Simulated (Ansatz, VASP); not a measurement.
Two plane-wave programs on ZrO2

```
CELL_PARAMETERS angstrom
0.00000 2.53500 2.53500
2.53500 0.00000 2.53500
2.53500 2.53500 0.00000
ATOMIC_POSITIONS crystal
Zr 0.00000 0.00000 0.00000
O 0.25000 0.25000 0.25000
O 0.75000 0.75000 0.75000
```

Alike in both runs: task relaxation of cell and atoms; functional PBE; k mesh 8 × 8 × 8; occupations gaussian, width 0.02 eV; no spin polarisation.

|  | VASP | Ansatz |
| --- | --- | --- |
| version | VASP 6.6.1 | Ansatz 0.2.0 |
| potentials or method | VASP PAW PBE potentials, release 64 (Zr_sv, O), cutoff 600 eV | scalar-relativistic, plane waves, PAW |
| valence electrons in the cell | 24 | 24 |

|  | VASP | Ansatz | Ansatz less VASP |
| --- | --- | --- | --- |
| gap on the k mesh at the Fermi level, each at its own relaxed structure (eV) | 3.31 | 3.32 | +0.007 |
| relaxed volume (Å³/atom) | 11.17 | 11.16 | -0.009 |
| relaxed cell length with the largest relative difference (Å) | 3.618 | 3.617 | -0.0010 |
